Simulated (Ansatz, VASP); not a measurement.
## Two plane-wave programs on ZnS

File INCAR:

```
SYSTEM = ZnS
PREC = Accurate ; ENCUT = 520
EDIFF = 1E-6 ; ISMEAR = 0
SIGMA = 0.05 ; LREAL = .False.
LASPH = .True. ; NELM = 100
ALGO = Normal ; ISIF = 2
LWAVE = .False. ; LCHARG = .True.
LELF = .True. ; LVHAR = .True.
NBANDS = 16
```

Contents of KPOINTS:

```
Automatic mesh
0
Gamma
  10 10 10
  0 0 0
```

Contents of POSCAR:

```
ZnS
1.0
    1.0575515504      3.3237334441      3.3237334441
    3.3237334441      1.0575515504      3.3237334441
    3.3237334441      3.3237334441      1.0575515504
Zn S
1 1
Direct
    0.0000000000      0.0000000000      0.0000000000
    0.7500000000      0.7500000000      0.7500000000
```

Input for Ansatz:

```yaml
crystal:
  lattice:
    - [1.0575515504, 3.3237334441, 3.3237334441]
    - [3.3237334441, 1.0575515504, 3.3237334441]
    - [3.3237334441, 3.3237334441, 1.0575515504]
  atoms:
    - { symbol: Zn, position: [0.0, 0.0, 0.0] }
    - { symbol: S, position: [0.75, 0.75, 0.75] }
basis:
  ecutwfc: 420
kpoints:
  mp_grid: { grid: [10, 10, 10] }
hamiltonian:
  xc: lda
scf:
  occupations: { method: gaussian, width: 0.05 }
output:
  forces: true
  stress: true
  eigenvalues: true
```

Alike in both runs: task single point; functional LDA; k mesh 10 × 10 × 10; occupations gaussian, width 0.05 eV; no spin polarisation.

|  | VASP | Ansatz |
| --- | --- | --- |
| version | VASP 6.6.1 | Ansatz 0.2.0 |
| potentials or method | VASP PAW LDA potentials, release 64 (Zn, S), cutoff 520 eV | scalar-relativistic, plane waves, PAW |
| valence electrons in the cell | 18 | 18 |

Ansatz gave:

- gap on the k mesh at the Fermi level (eV): none
- pressure (GPa): 13.3
- traceless stress, the component that is largest in VASP (GPa): -9.68
- rms of the force components (eV/Å): 0.359

Estimate VASP's values.

gap on the k mesh at the Fermi level (eV): none; pressure (GPa): 13.5; traceless stress, the component that is largest in VASP (GPa): -9.70; rms of the force components (eV/Å): 0.384.

LDA's correlation is that of Perdew and Zunger in VASP and of Perdew and Wang (1992) in Ansatz. Atom by atom the forces differ by 0.026 eV/Å (rms over components). A gap of «none» marks a metal or a gap that the smearing closes.
